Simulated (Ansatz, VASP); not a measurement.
## One calculation of Bi, two programs

```
CELL_PARAMETERS angstrom
4.52382 0.00000 0.00000
-2.26191 3.91774 0.00000
0.00000 0.00000 11.78944
ATOMIC_POSITIONS crystal
Bi 0.33333 0.66667 0.25000
Bi 0.66667 0.33333 0.75000
```

Change from the starting cell: volume scaled by 0.99.

Alike in both runs: task single point; functional PBE; k mesh 9 × 9 × 3; occupations fermi-dirac, width 0.03 eV; no spin polarisation.

```csv
,VASP,Ansatz
version,VASP 6.6.1,Ansatz 0.2.0
potentials or method,"VASP PAW PBE potentials, release 64 (Bi_d), cutoff 520 eV","all-electron LAPW, scalar-relativistic"
```

|  | VASP | Ansatz | Ansatz less VASP |
| --- | --- | --- | --- |
| pressure (GPa) | -3.3 | -3.3 | +0.02 |
| traceless stress, the component that is largest in VASP (GPa) | 2.99 | 2.99 | 0.000 |

Ansatz ran all-electron here, and VASP with PAW potentials.

Neither program's run includes spin-orbit coupling.
